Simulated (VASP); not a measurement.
# C (R3m) in VASP: a series of runs, part 2 of 2

VASP 6.6.1.

## Step 4: Single point, r2SCAN (atom 1 (C) moved -0.040 Å towards its neighbour atom 5 (C) at 1.542 Å)

File POSCAR:

```
C
1.0
    3.5602834153      0.0000000000      0.0000000000
    0.0000000000     -3.5602834153      0.0000000000
    0.0000000000      0.0000000000     -3.5602834153
C
8
Direct
    0.4935134347      0.0064865653      0.0064865653
    0.0000000000      0.5000000000      0.0000000000
    0.0000000000      0.0000000000      0.5000000000
    0.5000000000      0.5000000000      0.5000000000
    0.7500000000      0.7500000000      0.7500000000
    0.2500000000      0.2500000000      0.7500000000
    0.2500000000      0.7500000000      0.2500000000
    0.7500000000      0.2500000000      0.2500000000
```

File INCAR.step1:

```
SYSTEM = C
  PREC = Accurate
  ENCUT = 910
  ISMEAR = 0
  SIGMA = 0.05
  LREAL = .FALSE.
  LASPH = .TRUE.
  NELM = 120
  NBANDS = 26
  GGA = PE
  ALGO = Normal
  EDIFF = 1E-5
  LWAVE = .TRUE.
  LCHARG = .FALSE.
  GGA_COMPAT = .FALSE.
```

File INCAR.step2:

```
SYSTEM = C
  PREC = Accurate
  ENCUT = 910
  EDIFF = 1E-6
  ISMEAR = 0
  SIGMA = 0.05
  LREAL = .FALSE.
  LASPH = .TRUE.
  NELM = 120
  ALGO = Normal
  ISIF = 2
  LWAVE = .FALSE.
  LCHARG = .FALSE.
  METAGGA = R2SCAN
  LMIXTAU = .TRUE.
  NBANDS = 26
  ISTART = 1
  GGA_COMPAT = .FALSE.
```

File KPOINTS:

```
Automatic mesh
0
G
  6 6 6
  0 0 0
```

Potentials or basis: VASP PAW PBE potentials, release 64 (C_h).

On the command line:

```
$ cat potpaw_PBE.64/C_h/POTCAR > POTCAR
$ cp INCAR.step1 INCAR
$ mpirun -np 1 vasp_std > vasp.out
$ cp INCAR.step2 INCAR
$ mpirun -np 1 vasp_std > vasp.out
```

OUTCAR:

```text
SYSTEM = C
   PREC = Accurate
   ENCUT = 910
   EDIFF = 1E-6
   ISMEAR = 0
   LREAL = .FALSE.
   LASPH = .TRUE.
   NELM = 120
   ISIF = 2
   METAGGA = R2SCAN
   ISTART = 1

 ion  position               nearest neighbor table
   1  0.494  0.006  0.006-
   2  0.000  0.500  0.000-
   3  0.000  0.000  0.500-
   4  0.500  0.500  0.500-
   5  0.750  0.750  0.750-
[... 911 lines left out ...]
  -------------------------------------------------------------------------------------
  Total       -0.1994570     -0.1994570     -0.1994570     -0.0220442     -0.0220442     -0.0220442
  in kB       -7.0811898     -7.0811898     -7.0811898     -0.7826192     -0.7826192     -0.7826192
  external PRESSURE =      -7.0811898 kB  Pullay stress =       0.0000000 kB

 VOLUME and BASIS-vectors are now :
 -----------------------------------------------------------------------------
  energy-cutoff  :      910.00
  volume of cell :       45.13
      direct lattice vectors                 reciprocal lattice vectors
     3.560283415  0.000000000  0.000000000     0.280876516  0.000000000  0.000000000
     0.000000000 -3.560283415  0.000000000     0.000000000 -0.280876516  0.000000000
     0.000000000  0.000000000 -3.560283415     0.000000000  0.000000000 -0.280876516

 POSITION                                       TOTAL-FORCE (eV/Angst)
 -----------------------------------------------------------------------------------
      1.75705     -0.02309     -0.02309         1.013422      1.013422      1.013422
      0.00000     -1.78014      0.00000        -0.160793     -0.160793      0.145609
      0.00000      0.00000     -1.78014        -0.160793      0.145609     -0.160793
      1.78014     -1.78014     -1.78014         0.145609     -0.160793     -0.160793
      2.67021     -2.67021     -2.67021        -0.304162     -0.304162     -0.304162
      0.89007     -0.89007     -2.67021        -0.223585     -0.223585     -0.086114
      0.89007     -2.67021     -0.89007        -0.223585     -0.086114     -0.223585
      2.67021     -0.89007     -0.89007        -0.086114     -0.223585     -0.223585
 -----------------------------------------------------------------------------------
    total drift:                               -0.000118     -0.000118     -0.000118

  FREE ENERGIE OF THE ION-ELECTRON SYSTEM (eV)
  ---------------------------------------------------
  free  energy   TOTEN  =       -78.8421917766 eV

  energy  without entropy=      -78.8421917766  energy(sigma->0) =      -78.84219178
```

Wall time 2.2 min (1 thread of Intel Xeon Platinum 8488C (Sapphire Rapids), shared host); peak memory 0.24 GiB.

Results:

| Item | Value |
| --- | --- |
| Free energy | -78.8422 eV |
| Pressure | -0.7 GPa |
| Largest force | 1.755 eV/Å |
| Band gap on the k mesh | 4.19 eV |

Forces in eV/Å, atoms in the order of the input:
```
C    1.013  1.013  1.013
C   -0.161 -0.161  0.146
C   -0.161  0.146 -0.161
C    0.146 -0.161 -0.161
C   -0.304 -0.304 -0.304
C   -0.224 -0.224 -0.086
C   -0.224 -0.086 -0.224
C   -0.086 -0.224 -0.224
```

Levels at points of the mesh, in eV from the valence-band top:
```csv
k point,band 12,band 13,band 14,band 15,band 16,band 17,band 18,band 19,band 20,band 21
"(0.00, 0.00, 0.00)",-6.86,-6.76,-0.28,-0.28,0.00,4.61,4.81,4.81,4.85,4.95
"(0.50, 0.00, 0.00)",-5.06,-4.68,-4.60,-4.53,-4.41,4.47,4.51,10.55,10.57,10.91
"(0.50, 0.50, 0.00)",-8.18,-3.55,-3.40,-3.35,-3.27,8.07,8.13,8.18,8.29,10.33
"(0.50, 0.50, 0.50)",-3.17,-3.17,-3.15,-3.15,-2.86,8.28,8.64,8.64,8.74,8.75
```

Caveat: the cell differs from its parent crystal (atom 1 (C) moved -0.040 Å towards its neighbour atom 5 (C) at 1.542 Å); the cutoff is under 1.25 times the usual one of these potentials, so pressure, stress and relaxed cells hold a basis-set (Pulay) error; the PAW data sets were made with another functional, which shifts forces and pressure a little. A k mesh can miss the band edges.

## Step 5: Single point, r2SCAN (atom 1 (C) moved +0.120 Å towards its neighbour atom 5 (C) at 1.542 Å)

POSCAR, as its differences from that of step 4:

```diff
@@ -8,3 +8,3 @@
 Direct
-    0.4935134347      0.0064865653      0.0064865653
+    0.5194596958     -0.0194596958     -0.0194596958
     0.0000000000      0.5000000000      0.0000000000
```

INCAR.step1 is that of step 4.

INCAR.step2, as its differences from that of step 4:

```diff
@@ -12,5 +12,7 @@
   LWAVE = .FALSE.
-  LCHARG = .FALSE.
+  LCHARG = .TRUE.
   METAGGA = R2SCAN
   LMIXTAU = .TRUE.
+  LELF = .TRUE.
+  LVHAR = .TRUE.
   NBANDS = 26
```

File KPOINTS:

```
regular mesh
0
G
  6 6 6
  0 0 0
```

On the command line:

```
$ cat potpaw_PBE.64/C_h/POTCAR > POTCAR
$ cp INCAR.step1 INCAR
$ mpirun -np 1 vasp_std > vasp.out
$ cp INCAR.step2 INCAR
$ mpirun -np 1 vasp_std > vasp.out
```

It took 2.4 min on 1 thread of AMD EPYC 9R45 (Zen 5), shared host; peak memory 0.2 GiB.

The run converged. Its results:

- Free energy: -78.5107 eV
- Pressure: 0.9 GPa
- Largest force: 6.449 eV/Å
- Band gap on the k mesh: 4.00 eV

Forces in eV/Å, atoms in the order of the input:
```
C   -3.723 -3.723 -3.723
C    0.464  0.464 -0.442
C    0.464 -0.442  0.464
C   -0.442  0.464  0.464
C    1.622  1.622  1.622
C    0.639  0.639  0.336
C    0.639  0.336  0.639
C    0.336  0.639  0.639
```

Stress tensor (GPa, compression positive):
```
0.94 1.61 1.61
1.61 0.94 1.61
1.61 1.61 0.94
```

Levels at points of the mesh, in eV from the valence-band top:
| k point | band 14 | band 15 | band 16 | band 17 | band 18 | band 19 |
| --- | --- | --- | --- | --- | --- | --- |
| (0.00, 0.00, 0.00) | -0.82 | 0.00 | 0.00 | 4.22 | 4.22 | 4.69 |
| (0.50, 0.00, 0.00) | -4.60 | -4.52 | -4.31 | 4.20 | 4.47 | 10.13 |
| (0.50, 0.50, 0.00) | -3.64 | -3.50 | -3.01 | 7.41 | 8.08 | 8.10 |
| (0.50, 0.50, 0.50) | -3.25 | -2.71 | -2.71 | 7.62 | 7.62 | 8.48 |

Caveat: the cell differs from its parent crystal (atom 1 (C) moved +0.120 Å towards its neighbour atom 5 (C) at 1.542 Å); the cutoff is under 1.25 times the usual one of these potentials, so pressure, stress and relaxed cells hold a basis-set (Pulay) error; the PAW data sets were made with another functional, which shifts forces and pressure a little.

## Step 6: Single point, r2SCAN (atom 1 (C) moved -0.120 Å towards its neighbour atom 5 (C) at 1.542 Å)

POSCAR, as its differences from that of step 5:

```diff
@@ -8,3 +8,3 @@
 Direct
-    0.5194596958     -0.0194596958     -0.0194596958
+    0.4805403042      0.0194596958      0.0194596958
     0.0000000000      0.5000000000      0.0000000000
```

File INCAR.step1:

```
ALGO     = Normal         # electronic algorithm
EDIFF    = 1E-5           # SCF threshold, eV
ENCUT    = 910            # plane-wave cutoff, eV
GGA      = PE             # functional
GGA_COMPAT= False        
ISMEAR   = 0              # smearing method
LASPH    = True           # aspherical terms in the spheres
LCHARG   = False          # write CHGCAR
LREAL    = False          # projectors in reciprocal space
LWAVE    = True           # write WAVECAR
NBANDS   = 26             # bands
NELM     = 120            # most SCF steps
PREC     = Accurate       # precision mode
SIGMA    = 0.05           # smearing width, eV
```

File INCAR.step2:

```
ALGO     = Normal         # electronic algorithm
EDIFF    = 1E-6           # SCF threshold, eV
ENCUT    = 910            # plane-wave cutoff, eV
GGA_COMPAT= False        
ISIF     = 2              # what is computed and relaxed
ISMEAR   = 0              # smearing method
ISTART   = 1            
LASPH    = True           # aspherical terms in the spheres
LCHARG   = False          # write CHGCAR
LMIXTAU  = True         
LREAL    = False          # projectors in reciprocal space
LWAVE    = False          # write WAVECAR
METAGGA  = R2SCAN         # meta-GGA
NBANDS   = 26             # bands
NELM     = 120            # most SCF steps
PREC     = Accurate       # precision mode
SIGMA    = 0.05           # smearing width, eV
```

File KPOINTS:

```
k-points
0
Gamma
  6 6 6
```

Potentials or basis: VASP PAW PBE potentials, release 64 (C_h).

On the command line:

```
$ cat potpaw_PBE.64/C_h/POTCAR > POTCAR
$ cp INCAR.step1 INCAR
$ mpirun -np 1 vasp_std > vasp.out
$ cp INCAR.step2 INCAR
$ mpirun -np 1 vasp_std > vasp.out
```

OUTCAR:

```text
EDIFF = 1E-6
   ENCUT = 910
   ISIF = 2
   ISMEAR = 0
   ISTART = 1
   LASPH = True
   LREAL = False
   METAGGA = R2SCAN
   NELM = 120
   PREC = Accurate

 ion  position               nearest neighbor table
   1  0.481  0.019  0.019-   6 1.51   7 1.51   8 1.51
   2  0.000  0.500  0.000-
   3  0.000  0.000  0.500-
   4  0.500  0.500  0.500-
   5  0.750  0.750  0.750-
   6  0.250  0.250  0.750-   1 1.51
   7  0.250  0.750  0.250-   1 1.51
   8  0.750  0.250  0.250-   1 1.51

  LATTYP: Found a simple cubic cell.
 ALAT       =     3.5602834153

  Lattice vectors:

 A1 = (   3.5602834153,   0.0000000000,   0.0000000000)
 A2 = (   0.0000000000,  -3.5602834153,   0.0000000000)
 A3 = (   0.0000000000,   0.0000000000,  -3.5602834153)

Analysis of symmetry for initial positions (statically):
[... 188 lines left out ...]

 val. band max:       11.5798843301   @ k =   0.0000   0.0000   0.0000
 cond. band min:      15.1705956462   @ k =   0.0000   0.0000   0.0000
 fundamental gap:      3.5907113161
 Fermi energy:        11.7912114826

 k-point     1 :       0.0000    0.0000    0.0000
  band No.  band energies     occupation
      1     -11.7710      2.00000
      2      -2.9011      2.00000
      3      -2.8104      2.00000
      4      -2.8104      2.00000
      5      -2.5675      2.00000
      6      -2.5675      2.00000
[... 685 lines left out ...]
     25      22.2214      0.00000
     26      22.5951      0.00000

 [... further k-points ...]

------------------------ aborting loop because EDIFF is reached ----------------------------------------

  FORCE on cell =-STRESS in cart. coord.  units (eV):
  Direction    XX          YY          ZZ          XY          YZ          ZX
  --------------------------------------------------------------------------------------
  -------------------------------------------------------------------------------------
  Total        0.1344569      0.1344569      0.1344569      0.0616019      0.0616019      0.0616019
  in kB        4.7735344      4.7735344      4.7735344      2.1870121      2.1870121      2.1870121
  external PRESSURE =       4.7735344 kB  Pullay stress =       0.0000000 kB

 VOLUME and BASIS-vectors are now :
 -----------------------------------------------------------------------------
  energy-cutoff  :      910.00
  volume of cell :       45.13
      direct lattice vectors                 reciprocal lattice vectors
     3.560283415  0.000000000  0.000000000     0.280876516  0.000000000  0.000000000
     0.000000000 -3.560283415  0.000000000     0.000000000 -0.280876516  0.000000000
     0.000000000  0.000000000 -3.560283415     0.000000000  0.000000000 -0.280876516

 POSITION                                       TOTAL-FORCE (eV/Angst)
 -----------------------------------------------------------------------------------
      1.71086     -0.06928     -0.06928         2.767325      2.767325      2.767325
      0.00000     -1.78014      0.00000        -0.494841     -0.494841      0.432568
      0.00000      0.00000     -1.78014        -0.494841      0.432568     -0.494841
      1.78014     -1.78014     -1.78014         0.432568     -0.494841     -0.494841
      2.67021     -2.67021     -2.67021        -0.664866     -0.664866     -0.664866
      0.89007     -0.89007     -2.67021        -0.662578     -0.662578     -0.220187
      0.89007     -2.67021     -0.89007        -0.662578     -0.220187     -0.662578
      2.67021     -0.89007     -0.89007        -0.220187     -0.662578     -0.662578
 -----------------------------------------------------------------------------------
    total drift:                               -0.000200     -0.000200     -0.000200

  FREE ENERGIE OF THE ION-ELECTRON SYSTEM (eV)
  ---------------------------------------------------
  free  energy   TOTEN  =       -78.5762829905 eV

  energy  without entropy=      -78.5762829905  energy(sigma->0) =      -78.57628299
```

OUTCAR.step1:

```text
EDIFF = 1E-5
   ENCUT = 910
   GGA = PE
   ISMEAR = 0
[... 942 lines left out ...]
      2.67021     -2.67021     -2.67021        -0.663406     -0.663406     -0.663406
      0.89007     -0.89007     -2.67021        -0.642181     -0.642181     -0.180565
      0.89007     -2.67021     -0.89007        -0.642181     -0.180565     -0.642181
      2.67021     -0.89007     -0.89007        -0.180565     -0.642181     -0.642181
 -----------------------------------------------------------------------------------
    total drift:                               -0.000206     -0.000206     -0.000206

  FREE ENERGIE OF THE ION-ELECTRON SYSTEM (eV)
  ---------------------------------------------------
  free  energy   TOTEN  =       -72.5567499819 eV

  energy  without entropy=      -72.5567499819  energy(sigma->0) =      -72.55674998
```

OSZICAR.step1:

```text
N       E                     dE             d eps       ncg     rms          rms(c)
DAV:   1     0.129923999917E+03    0.12992E+03   -0.24099E+04  1664   0.189E+03
DAV:   2    -0.643213475000E+02   -0.19425E+03   -0.17929E+03  2254   0.299E+02
DAV:   3    -0.749395113658E+02   -0.10618E+02   -0.10512E+02  2140   0.646E+01
DAV:   4    -0.750849750520E+02   -0.14546E+00   -0.14501E+00  2202   0.765E+00
DAV:   5    -0.750884701524E+02   -0.34951E-02   -0.34919E-02  2184   0.113E+00    0.967E+00
DAV:   6    -0.731897107468E+02    0.18988E+01   -0.12059E+00  2070   0.602E+00    0.531E+00
DAV:   7    -0.725484258426E+02    0.64128E+00   -0.13940E+00  2064   0.660E+00    0.721E-01
DAV:   8    -0.725560951205E+02   -0.76693E-02   -0.36964E-02  2158   0.133E+00    0.137E-01
DAV:   9    -0.725566845459E+02   -0.58943E-03   -0.13569E-03  2096   0.270E-01    0.331E-02
DAV:  10    -0.725567342302E+02   -0.49684E-04   -0.99303E-05  2246   0.682E-02    0.162E-02
DAV:  11    -0.725567463889E+02   -0.12159E-04   -0.89996E-06  1602   0.240E-02    0.678E-03
DAV:  12    -0.725567499819E+02   -0.35930E-05   -0.35409E-06  1328   0.142E-02
   1 F= -.72556750E+02 E0= -.72556750E+02  d E =-.434227E-13
```

Run time: 2.9 min. Hardware: 1 thread of Intel Xeon Platinum 8259CL at 2.50GHz (Skylake/Cascade Lake), shared host; peak memory 0.23 GiB.

Results:

```yaml
Free_energy: -78.5763 eV
Pressure: 0.5 GPa
Largest_force: 4.793 eV/Å
Band_gap_on_the_k_mesh: 3.59 eV
```

Forces in eV/Å, atoms in the order of the input:
```
C    2.767  2.767  2.767
C   -0.495 -0.495  0.433
C   -0.495  0.433 -0.495
C    0.433 -0.495 -0.495
C   -0.665 -0.665 -0.665
C   -0.663 -0.663 -0.220
C   -0.663 -0.220 -0.663
C   -0.220 -0.663 -0.663
```

Caveat: the cell differs from its parent crystal (atom 1 (C) moved -0.120 Å towards its neighbour atom 5 (C) at 1.542 Å); the cutoff is under 1.25 times the usual one of these potentials, so pressure, stress and relaxed cells hold a basis-set (Pulay) error; the PAW data sets were made with another functional, which shifts forces and pressure a little. A k mesh can miss the band edges.

## Step 7: Overview

```csv
cell,gap on the mesh (eV),pressure (GPa),largest force (eV/Å)
"as given, atomic positions A",3.97,-0.2,3.35
"as given, atomic positions B",4.16,-0.1,4.08
"as given, atomic positions C",4.19,-0.7,1.76
"as given, atomic positions D",4.00,0.9,6.45
"as given, atomic positions E",3.59,0.5,4.79
```

Alike in all rows: task single point; level r2SCAN; potentials or basis VASP PAW PBE potentials, release 64 (C_h); no spin polarisation; k mesh 6 × 6 × 6; cutoff (eV) 910; smearing gaussian 0.05 eV.

Caveats: the cutoff is under 1.25 times the usual one of these potentials, so pressure, stress and relaxed cells hold a basis-set (Pulay) error; the PAW data sets were made with another functional, which shifts forces and pressure a little.

Total energies depend on the potentials used, so only differences within one code and one set of settings carry meaning.
